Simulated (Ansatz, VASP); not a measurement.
# One calculation of BiN, two programs

```xyz
2
Lattice="0.0000 2.7386 2.7386 2.7386 0.0000 2.7386 2.7386 2.7386 0.0000" Properties=species:S:1:pos:R:3 pbc="T T T"
Bi    0.0000    0.0000    0.0000
N     1.3693    1.3693    1.3693
```

Alike in both runs: task single point; functional PBE; k mesh 10 × 10 × 10; occupations gaussian, width 0.05 eV; no spin polarisation.

|  | VASP | Ansatz |
| --- | --- | --- |
| version | VASP 6.6.1 | Ansatz 0.2.0 |
| potentials or method | VASP PAW PBE potentials, release 64 (Bi_d, N), cutoff 520 eV | scalar-relativistic, plane waves, PAW |
| valence electrons in the cell | 20 | 20 |

VASP gave:

```
pressure (GPa) : 3.8
```

What did Ansatz give for the same quantities?

Pressure (GPa): 3.7.

Spin-orbit coupling is off throughout.
